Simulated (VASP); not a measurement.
HCl: single point with PBE

HCl:

```xyz
20
Lattice="7.4169 0.0000 0.0000 0.0000 7.4169 0.0000 0.0000 0.0000 7.4169" Properties=species:S:1:pos:R:3 pbc="T T T"
Cl    2.1468    0.5200    3.1134
Cl    0.7402    3.7356    3.1647
Cl    4.7704    1.9780    2.6168
Cl    3.1431    1.9542   -0.7313
Cl    5.0414    5.8495    0.9942
Cl    6.3994    3.5954    6.3308
Cl    1.5172    5.3412    7.1686
Cl    3.8678    4.9233    4.0144
Cl    7.4739    1.0218    0.0540
Cl    6.4334    7.0574    4.4907
H     2.6857   -0.6127    3.3997
H     0.9909    3.8766    1.8829
H     5.8770    2.5798    3.0114
H     3.2374    2.1760    0.5026
H     5.3516    4.7394    0.2823
H     6.4203    4.8024    5.6942
H     2.3220    6.4179    6.9768
H     4.3820    5.0051    2.7579
H     6.6872    0.4366    0.9217
H     7.5677    7.0894    3.8953
```

```
Program                : VASP 6.6.1
Task                   : single point
Functional             : PBE
Potentials or basis    : VASP PAW PBE potentials, release 64 (Cl, H)
Cutoff                 : 520 eV
k mesh                 : 1 × 1 × 1
Occupations            : fermi-dirac, width 0.05 eV
Spin                   : no spin polarisation
Dipole correction      : no
Further INCAR settings : LREAL = Auto; ALGO = Normal; EDIFF = 1e-07; NBANDS = 56
```

```yaml
Pressure: 1.0 GPa
Largest_force: 1.811 eV/Å
Band_gap_on_the_k_mesh: 4.98 eV
```

Forces on the atoms (eV/Å):
```
Cl  -0.533  0.162 -0.067
Cl  -0.104 -0.078 -0.711
Cl   0.864  0.371  0.144
Cl   0.009 -0.202 -1.068
Cl   0.040 -0.540 -0.306
Cl  -0.156  1.481 -0.857
Cl   1.174  1.325 -0.385
Cl   0.097  0.146 -0.783
Cl  -0.302 -0.297  0.758
Cl  -0.420 -0.272  0.261
H    0.347 -0.511  0.161
H   -0.128 -0.001  0.627
H   -0.461 -0.251 -0.315
H    0.116  0.147  0.927
H    0.008  0.595  0.285
H   -0.033 -1.184  0.530
H   -0.970 -1.282  0.388
H   -0.377  0.067  1.017
H    0.307  0.226 -0.434
H    0.522  0.099 -0.173
```

Stress tensor (GPa, compression positive):
```
 1.93 -0.45  0.39
-0.45  0.42  0.45
 0.39  0.45  0.54
```

Levels at points of the mesh, in eV from the valence-band top:
| k point | band 38 | band 39 | band 40 | band 41 | band 42 | band 43 |
| --- | --- | --- | --- | --- | --- | --- |
| (0.00, 0.00, 0.00) | -0.25 | -0.05 | 0.00 | 4.98 | 6.07 | 6.18 |

Wall time 43 s on 1 thread of Intel(R) Xeon(R) Platinum 8375C CPU @ 2.90GHz (Ice Lake), with other jobs on the host, peak memory 0.42 GiB.

Caveat: the k points lie up to 0.85 Å⁻¹ apart.
